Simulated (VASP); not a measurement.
# Au (I4/mmm) in VASP: further runs, part 2 of 2

VASP 6.6.1. Earlier steps stand in the parts before.

## (3) Single point, PBEsol (strain +0.030 along x and y, -0.030 along z)

INCAR

```
  ALGO = Fast
  EDIFF = 1E-6
  ENCUT = 520
  GGA = PS
  ISIF = 2
  ISMEAR = 0
  LASPH = True
  LCHARG = False
  LREAL = False
  LWAVE = False
  NBANDS = 12
  NELM = 60
  PREC = Accurate
  SIGMA = 0.15
```

KPOINTS

```
k-points
0
Gamma
  20 20 20
```

POSCAR

```
Au
1.0
    0.0000000000      2.1068650000      1.9841350000
    2.1068650000      0.0000000000      1.9841350000
    2.1068650000      2.1068650000      0.0000000000
Au
1
Direct
    0.0000000000      0.0000000000      0.0000000000
```

Potentials or basis: VASP PAW PBE potentials, release 64 (Au).

Command:

```sh
> cat potpaw_PBE.64/Au/POTCAR > POTCAR
> mpirun -np 1 vasp_std > vasp.out
```

OUTCAR:

```text
EDIFF = 1E-6
   ENCUT = 520
   GGA = PS
   ISIF = 2
   ISMEAR = 0
   LASPH = True
   LREAL = False
   NELM = 60
   PREC = Accurate

 ion  position               nearest neighbor table
   1  0.000  0.000  0.000-

  LATTYP: Found a body centered tetragonal cell.
 ALAT       =     2.9795570571
 C/A-ratio  =     1.3318321898

  Lattice vectors:

 A1 = (   0.0000000000,  -2.1068650000,  -1.9841350000)
 A2 = (   0.0000000000,   2.1068650000,  -1.9841350000)
 A3 = (   2.1068650000,   0.0000000000,   1.9841350000)

[... 540 lines left out ...]

 [... further k-points ...]

------------------------ aborting loop because EDIFF is reached ----------------------------------------

  FORCE on cell =-STRESS in cart. coord.  units (eV):
  Direction    XX          YY          ZZ          XY          YZ          ZX
  --------------------------------------------------------------------------------------
  -------------------------------------------------------------------------------------
  Total       -0.6583477     -0.6583477     -0.5073127      0.0000000      0.0000000      0.0000000
  in kB      -59.8813112    -59.8813112    -46.1436201      0.0000000      0.0000000      0.0000000
  external PRESSURE =     -55.3020809 kB  Pullay stress =       0.0000000 kB

 VOLUME and BASIS-vectors are now :
 -----------------------------------------------------------------------------
  energy-cutoff  :      520.00
  volume of cell :       17.61
      direct lattice vectors                 reciprocal lattice vectors
     0.000000000  2.106865000  1.984135000    -0.237319430  0.237319430  0.251998982
     2.106865000  0.000000000  1.984135000     0.237319430 -0.237319430  0.251998982
     2.106865000  2.106865000  0.000000000     0.237319430  0.237319430 -0.251998982

 POSITION                                       TOTAL-FORCE (eV/Angst)
 -----------------------------------------------------------------------------------
      0.00000      0.00000      0.00000        -0.000000      0.000000      0.000000
 -----------------------------------------------------------------------------------
    total drift:                               -0.000000     -0.000000     -0.000000

  FREE ENERGIE OF THE ION-ELECTRON SYSTEM (eV)
  ---------------------------------------------------
  free  energy   TOTEN  =        -3.9117105023 eV

  energy  without entropy=       -3.9083132572  energy(sigma->0) =       -3.91001188
```

OSZICAR:

```text
N       E                     dE             d eps       ncg     rms          rms(c)
DAV:   1     0.487551287056E+02    0.48755E+02   -0.55864E+03 15956   0.815E+02
DAV:   2    -0.355309408493E+01   -0.52308E+02   -0.49304E+02 18012   0.185E+02
DAV:   3    -0.424888814516E+01   -0.69579E+00   -0.69491E+00 18544   0.207E+01
DAV:   4    -0.425122670933E+01   -0.23386E-02   -0.23384E-02 18304   0.139E+00
DAV:   5    -0.425124408774E+01   -0.17378E-04   -0.17378E-04 18792   0.114E-01    0.864E+00
RMM:   6    -0.393378112969E+01    0.31746E+00   -0.38451E-01 15438   0.510E+00    0.540E+00
RMM:   7    -0.391442086566E+01    0.19360E-01   -0.37008E-02 16362   0.178E+00    0.278E+00
RMM:   8    -0.391175796240E+01    0.26629E-02   -0.33604E-03 17202   0.504E-01    0.390E-01
RMM:   9    -0.391170882453E+01    0.49138E-04   -0.48342E-04 17982   0.185E-01    0.109E-01
RMM:  10    -0.391171046666E+01   -0.16421E-05   -0.71323E-05 17886   0.640E-02    0.684E-02
RMM:  11    -0.391171045807E+01    0.85896E-08   -0.13673E-05 16920   0.245E-02    0.104E-02
RMM:  12    -0.391171050230E+01   -0.44225E-07   -0.15817E-06 14228   0.785E-03
   1 F= -.39117105E+01 E0= -.39100119E+01  d E =-.339725E-02
```

stdout:

```text
POSCAR found type information on POSCAR Au
 POSCAR found :  1 types and       1 ions
 scaLAPACK will be used
 -----------------------------------------------------------------------------
|                                                                             |
|                                                                             |
|     You enforced a specific xc type in the INCAR file but a different       |
|     I HOPE YOU KNOW WHAT YOU ARE DOING!                                     |
|                                                                             |
 -----------------------------------------------------------------------------

 LDA part: xc-table for (Slater+PW92), standard interpolation
 POSCAR, INCAR and KPOINTS ok, starting setup
 FFT: planning ... GRIDC
 FFT: planning ... GRID_SOFT
 FFT: planning ... GRID
 WAVECAR not read
 entering main loop
```

Run time: 90 s. Hardware: 1 thread of AMD EPYC 9R45 (Zen 5), shared host; peak memory 0.22 GiB.

Results:

| Item | Value |
| --- | --- |
| Free energy | -3.9117 eV |
| Pressure | -5.5 GPa |
| Band gap on the k mesh | zero (an odd number of electrons rules out a gap without spin polarisation) |

Levels at points of the mesh, in eV from the Fermi level:
| k point | band 3 | band 4 | band 5 | band 6 | band 7 | band 8 | band 9 | band 10 |
| --- | --- | --- | --- | --- | --- | --- | --- | --- |
| (0.00, 0.00, 0.00) | -4.66 | -4.17 | -3.35 | -2.82 | 14.59 | 18.03 | 18.03 | 19.00 |
| (0.50, 0.00, 0.00) | -4.29 | -2.06 | -1.81 | -0.86 | 2.90 | 13.83 | 16.20 | 17.69 |
| (0.50, 0.50, 0.00) | -1.97 | -1.61 | -1.61 | 1.75 | 6.38 | 9.17 | 9.17 | 16.21 |
| (0.50, 0.00, 0.50) | -1.99 | -1.83 | -1.47 | 0.72 | 5.05 | 10.18 | 10.30 | 17.19 |

Caveat: the cell differs from its parent crystal (strain +0.030 along x and y, -0.030 along z); the cell stands under tension; the PAW data sets were made with another functional, which shifts forces and pressure a little; spin-orbit coupling is left out, which moves the levels of the heavy elements.

## (4) Single point, PBEsol (strain +0.030 along x and y, -0.015 along z)

INCAR

```
  PREC = Accurate
  ENCUT = 520
  EDIFF = 1E-6
  ISMEAR = 0
  SIGMA = 0.15
  LREAL = False
  LASPH = True
  NELM = 100
  ALGO = Normal
  ISIF = 2
  LWAVE = False
  LCHARG = False
  GGA = PS
  NBANDS = 12
```

KPOINTS

```
regular mesh
0
Gamma
  20 20 20
```

POSCAR

```
Au
1.0
    0.0000000000      2.1068650000      2.0148175000
    2.1068650000      0.0000000000      2.0148175000
    2.1068650000      2.1068650000      0.0000000000
Au
1
Direct
    0.0000000000      0.0000000000      0.0000000000
```

Command:

```sh
> cat potpaw_PBE.64/Au/POTCAR > POTCAR
> mpirun -np 1 vasp_std > vasp.out
```

Run time: 83 s. Hardware: 1 thread of AMD EPYC 9R45 (Zen 5), shared host; peak memory 0.22 GiB.

It converged, with:

```yaml
Free_energy: -3.9020 eV
Pressure: -7.7 GPa
Band_gap_on_the_k_mesh: zero (an odd number of electrons rules out a gap without spin polarisation)
```

Stress tensor (GPa, compression positive):
```
-8.04  0.00  0.00
 0.00 -8.04  0.00
 0.00  0.00 -7.00
```

Levels at points of the mesh, in eV from the Fermi level:
```tsv
k point	band 2	band 3	band 4	band 5	band 6	band 7	band 8	band 9	band 10	band 11
(0.00, 0.00, 0.00)	-4.52	-4.52	-4.17	-3.21	-2.82	14.60	18.06	18.06	18.74	23.03
(0.50, 0.00, 0.00)	-4.62	-4.26	-2.00	-1.81	-0.78	2.83	13.91	16.25	17.34	23.75
(0.50, 0.50, 0.00)	-6.31	-1.95	-1.59	-1.59	1.61	6.04	9.32	9.32	16.21	18.68
(0.50, 0.00, 0.50)	-6.32	-1.95	-1.76	-1.49	0.87	5.06	10.07	10.14	16.93	19.39
```

Caveat: the cell differs from its parent crystal (strain +0.030 along x and y, -0.015 along z); the cell stands under tension; the PAW data sets were made with another functional, which shifts forces and pressure a little; spin-orbit coupling is left out, which moves the levels of the heavy elements.

## (5) Overview

| cell | gap on the mesh (eV) | pressure (GPa) |
| --- | --- | --- |
| a = 2.872, b = 2.872, c = 2.936 Å, angles 59.3, 59.3, 61.5°, 1 atom | none | -1.1 |
| a = 2.894, b = 2.894, c = 2.980 Å, angles 59.0, 59.0, 62.0°, 1 atom | none | -5.5 |
| a = 2.915, b = 2.915, c = 2.980 Å, angles 59.3, 59.3, 61.5°, 1 atom | none | -7.7 |

Alike in all rows: task single point; level PBEsol; potentials or basis VASP PAW PBE potentials, release 64 (Au); no spin polarisation; k mesh 20 × 20 × 20; cutoff (eV) 520; smearing gaussian 0.15 eV.

Caveats: the PAW data sets were made with another functional, which shifts forces and pressure a little; spin-orbit coupling is left out, which moves the levels of the heavy elements; the cell stands under tension (at least some runs).

Total energies depend on the potentials used, so only differences within one code and one set of settings carry meaning.
